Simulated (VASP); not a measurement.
# InSe (P-1) in VASP: single point with PBEsol

Aim: the single point of InSe with PBEsol.

Program: VASP 6.6.1. These are calculated values, not measurements. Logs are shortened: lines on timing, memory, paths and dates and some standing lists are left out, and cuts for length are marked.

**1. The cell of the first run**

The typed cell holds 8 atoms: a = 4.564 Å, b = 4.111 Å, c = 11.072 Å, α = 83.61°, β = 92.18°, γ = 90.00°.

**2. Single point, PBEsol**

INCAR reads:

```
ALGO = Normal
EDIFF = 1E-6
ENCUT = 520
GGA = PS
ISIF = 2
ISMEAR = 0
LASPH = T
LCHARG = F
LREAL = F
LWAVE = F
NBANDS = 48
NELM = 60
PREC = Accurate
SIGMA = 0.05
```

KPOINTS reads:

```
k-points
0
Gamma
  6 7 3
```

POSCAR reads:

```
InSe
1.0
    1.6051187225      0.0000000000     -4.2720903381
    0.0000000000      4.1105485099      0.0000000000
   10.1447341905      1.2331645530      4.2615005583
In Se
4 4
Direct
    0.8567487310     -0.1157407975      0.3858026583
    0.3567487310      0.2342592025      0.8858026583
    0.1432512690     -0.1842592025      0.6141973417
    0.6432512690      0.4657407975      0.1141973417
    0.0172344494     -0.0464163659      0.1547212196
    0.5172344494      0.3035836341      0.6547212196
    0.9827655506     -0.2535836341      0.8452787804
    0.4827655506      0.3964163659      0.3452787804
```

Potentials or basis: VASP PAW PBE potentials, release 64 (In_d, Se).

Run with:

```
$ cat potpaw_PBE.64/In_d/POTCAR potpaw_PBE.64/Se/POTCAR > POTCAR
$ mpirun -np 1 vasp_std > vasp.out
```

OUTCAR:

```text
EDIFF = 1E-6
   ENCUT = 520
   GGA = PS
   ISIF = 2
   ISMEAR = 0
   LASPH = T
   LREAL = F
   NELM = 60
   PREC = Accurate

 ion  position               nearest neighbor table
   1  0.857  0.884  0.386-   5 2.67   8 2.70   8 2.70   3 2.79   4 3.73   4 3.73
   2  0.357  0.234  0.886-   6 2.67   7 2.70   7 2.70   4 3.05   3 3.73   3 3.73   4 4.01
   3  0.143  0.816  0.614-   7 2.67   6 2.70   6 2.70   1 2.79   2 3.73   2 3.73
   4  0.643  0.466  0.114-   8 2.67   5 2.70   5 2.70   2 3.05   1 3.73   1 3.73   2 4.01
   5  0.017  0.954  0.155-   1 2.67   4 2.70   4 2.70
   6  0.517  0.304  0.655-   2 2.67   3 2.70   3 2.70
   7  0.983  0.746  0.845-   3 2.67   2 2.70   2 2.70
   8  0.483  0.396  0.345-   4 2.67   1 2.70   1 2.70

  LATTYP: Found a triclinic cell.
 ALAT       =     4.5636785568
 B/A-ratio  =     1.3458371207
 C/A-ratio  =     3.7061966323
 COS(alpha) =     0.0083757436
 COS(beta)  =     0.5147368714
 COS(gamma) =     0.7430319647

  Lattice vectors:

 A1 = (  -1.6051187225,   0.0000000000,   4.2720903381)
 A2 = (  -1.6051187225,   4.1105485099,   4.2720903381)
 A3 = ( -13.3549716355,  -9.4542615728,   4.2826801179)

Analysis of symmetry for initial positions (statically):
=====================================================================
 Subroutine PRICEL returns:
 Original cell was already a primitive cell.

 Routine SETGRP: Setting up the symmetry group for a
 triclinic supercell.

 Subroutine GETGRP returns: Found  2 space group operations
 (whereof  1 operations were pure point group operations)
 out of a pool of  2 trial point group operations.

The static configuration has the point symmetry C_1 .
 The point group associated with its full space group is S_2 .

Analysis of symmetry for dynamics (positions and initial velocities):
=====================================================================
 Subroutine PRICEL returns:
 Original cell was already a primitive cell.

 Routine SETGRP: Setting up the symmetry group for a
 triclinic supercell.

 Subroutine GETGRP returns: Found  2 space group operations
 (whereof  1 operations were pure point group operations)
 out of a pool of  2 trial point group operations.

The dynamic configuration has the point symmetry C_1 .
 The point group associated with its full space group is S_2 .

 Subroutine INISYM returns: Found  2 space group operations
 (whereof  1 operations are pure point group operations),
[... 113 lines left out ...]
   NFREE  =      0    steps in history (QN), initial steepest desc. (CG)
   ISIF   =      2    stress and relaxation
   ISYM   =      2    0-nonsym 1-usesym 2-fastsym
   POTIM  = 0.5000    time-step for ionic-motion
   TEBEG  =    0.0;   TEEND  =   0.0 temperature during run
   PSTRESS=    0.0 pullay stress
   NELECT =      76.0000    total number of electrons
   NUPDOWN=      -1.0000    fix difference up-down
   EMIN   =  10.00;   EMAX   =-10.00  energy-range for DOS
   EFERMI =   0.00;   METHOD = LEGACY
   ISMEAR =     0;   SIGMA  =   0.05  broadening in eV -4-tet -1-fermi 0-gaus
   EFERMI_NEDOS =   21; number of points for ismear=-14 and -15
   IALGO  =     38    algorithm
   IMIX   =      4    mixing-type and parameters
     AMIX     =   0.40;   BMIX     =  1.00
     AMIX_MAG =   1.60;   BMIX_MAG =  1.00
  volume/ion in A,a.u.               =      25.78       173.99
  Fermi-wavevector in a.u.,A,eV,Ry     =   1.173647  2.217871 18.741310  1.377447
  Thomas-Fermi vector in A             =   2.310057
   LORBIT       =      0    0 simple, 1 ext, 2 COOP (PROOUT), +10 PAW based schemes
   GGA     = PS    functional components
   LHFCALC =     F    Hartree Fock is set to
   AEXX    =    0.0000 exact exchange contribution
   IVDW    =     0    specifies the selected vdW correction
   LEPSILON=     F    determine dielectric tensor
   LRPA    =     F    only Hartree local field effects (RPA)
 non-spin polarized calculation
 Gauss-broadening in eV      SIGMA  =   0.05
  energy-cutoff  :      520.00
  volume of cell :      206.27
 maximum number of plane-waves:      5598
 NGX is ok and might be reduce to    36
   NGX = 17   NGY = 15   NGZ = 41

 number of electron      76.0000000 magnetization

 Free energy of the ion-electron system (eV)
  ---------------------------------------------------
  ext. energy  EPLUGINS =         0.00000000
  ---------------------------------------------------
  free energy    TOTEN  =       -30.68236206 eV

  energy without entropy =      -30.68235911  energy(sigma->0) =      -30.68236058

 E-fermi :   5.2361     XC(G=0):  -9.8347

 val. band max:        5.1149261126   @ k =   0.3333   0.0000   0.3333
 cond. band min:       5.3558096478   @ k =  -0.3333  -0.4286   0.3333
 fundamental gap:      0.2408835352
 Fermi energy:         5.2361437636

 k-point     1 :       0.0000    0.0000    0.0000
  band No.  band energies     occupation
      1      -9.6712      2.00000
      2      -9.6690      2.00000
      3      -9.4850      2.00000
      4      -9.4044      2.00000
      5      -9.3598      2.00000
      6      -9.3318      2.00000
[... 1213 lines left out ...]
     47      10.0068      0.00000
     48      10.2099      0.00000

 [... further k-points ...]

------------------------ aborting loop because EDIFF is reached ----------------------------------------

  FORCE on cell =-STRESS in cart. coord.  units (eV):
  Direction    XX          YY          ZZ          XY          YZ          ZX
  --------------------------------------------------------------------------------------
  -------------------------------------------------------------------------------------
  Total       -0.8113905     -0.1308558      0.9419404     -2.9615829      0.2656947     -0.1342905
  in kB       -6.3025305     -1.0164310      7.3165860    -23.0042949      2.0638015     -1.0431108
  external PRESSURE =      -0.0007919 kB  Pullay stress =       0.0000000 kB

 VOLUME and BASIS-vectors are now :
 -----------------------------------------------------------------------------
  energy-cutoff  :      520.00
  volume of cell :      206.27
      direct lattice vectors                 reciprocal lattice vectors
     1.605118723  0.000000000 -4.272090338     0.084925240  0.000000000 -0.202169158
     0.000000000  4.110548510  0.000000000    -0.025540883  0.243276535 -0.009596274
    10.144734190  1.233164553  4.261500558     0.085136278  0.000000000  0.031987580

 POSITION                                       TOTAL-FORCE (eV/Angst)
 -----------------------------------------------------------------------------------
      5.28905      4.11055     -2.01601         0.016073     -0.003633      0.011320
      9.55886      2.05527      2.25079         0.678801      0.308086      0.011845
      6.46080      4.11055      2.00542        -0.016073      0.003633     -0.011320
      2.19100      2.05527     -2.26138        -0.678801     -0.308086     -0.011845
      1.59727      4.11055      0.58572         0.108156     -0.352293     -0.117170
      7.47220      2.05527      0.58042        -0.083658      0.061999     -0.094793
     10.15258      4.11055     -0.59631        -0.108156      0.352293      0.117170
      4.27766      2.05527     -0.59101         0.083658     -0.061999      0.094793
 -----------------------------------------------------------------------------------
    total drift:                                0.000009     -0.000020     -0.000005

  FREE ENERGIE OF THE ION-ELECTRON SYSTEM (eV)
  ---------------------------------------------------
  free  energy   TOTEN  =       -30.6823620627 eV

  energy  without entropy=      -30.6823591071  energy(sigma->0) =      -30.68236058
```

OSZICAR:

```text
N       E                     dE             d eps       ncg     rms          rms(c)
DAV:   1     0.795070355725E+03    0.79507E+03   -0.33995E+04  6152   0.184E+03
DAV:   2     0.906350032431E+02   -0.70444E+03   -0.68343E+03  6152   0.491E+02
DAV:   3    -0.238975142479E+02   -0.11453E+03   -0.11048E+03  7480   0.198E+02
DAV:   4    -0.313528758964E+02   -0.74554E+01   -0.74041E+01  7520   0.494E+01
DAV:   5    -0.315975806193E+02   -0.24470E+00   -0.24457E+00  7512   0.918E+00    0.984E+00
DAV:   6    -0.307392175900E+02    0.85836E+00   -0.14771E+00  8200   0.169E+01    0.527E+00
DAV:   7    -0.306915997858E+02    0.47618E-01   -0.82299E-01  9176   0.615E+00    0.138E+00
DAV:   8    -0.306826760017E+02    0.89238E-02   -0.12860E-01  8936   0.346E+00    0.961E-01
DAV:   9    -0.306826875707E+02   -0.11569E-04   -0.15007E-02  8464   0.641E-01    0.369E-01
DAV:  10    -0.306822911789E+02    0.39639E-03   -0.22123E-03  9384   0.442E-01    0.246E-01
DAV:  11    -0.306823755629E+02   -0.84384E-04   -0.75525E-04  8592   0.258E-01    0.108E-01
DAV:  12    -0.306823608290E+02    0.14734E-04   -0.71469E-05  8328   0.893E-02    0.310E-02
DAV:  13    -0.306823618352E+02   -0.10062E-05   -0.13242E-05  8744   0.210E-02    0.215E-02
DAV:  14    -0.306823620627E+02   -0.22759E-06   -0.85035E-07  4568   0.106E-02
   1 F= -.30682362E+02 E0= -.30682361E+02  d E =-.295569E-05
```

stdout:

```text
POSCAR found type information on POSCAR InSe
 POSCAR found :  2 types and       8 ions
 scaLAPACK will be used
 -----------------------------------------------------------------------------
|                                                                             |
|                                                                             |
|     You enforced a specific xc type in the INCAR file but a different       |
|     I HOPE YOU KNOW WHAT YOU ARE DOING!                                     |
|                                                                             |
 -----------------------------------------------------------------------------

 LDA part: xc-table for (Slater+PW92), standard interpolation
 POSCAR, INCAR and KPOINTS ok, starting setup
 FFT: planning ... GRIDC
 FFT: planning ... GRID_SOFT
 FFT: planning ... GRID
 WAVECAR not read
 entering main loop
```

Run time: 5 min. Hardware: 1 thread of Intel Xeon 6975P-C (Granite Rapids), shared host; peak memory 0.6 GiB.

What came out:

```yaml
Free_energy: -30.6824 eV
Pressure: 0.0 GPa
Largest_force: 0.746 eV/Å
Band_gap_on_the_k_mesh: 0.24 eV (least direct gap 0.81 eV)
```

Forces in eV/Å, atoms in the order of the input:
```
In   0.016 -0.004  0.011
In   0.679  0.308  0.012
In  -0.016  0.004 -0.011
In  -0.679 -0.308 -0.012
Se   0.108 -0.352 -0.117
Se  -0.084  0.062 -0.095
Se  -0.108  0.352  0.117
Se   0.084 -0.062  0.095
```

Caveat: the PAW data sets were made with another functional, which shifts forces and pressure a little; spin-orbit coupling is left out, which moves the levels of the heavy elements; an odd mesh through Γ misses points on the zone boundary, where band edges can lie.
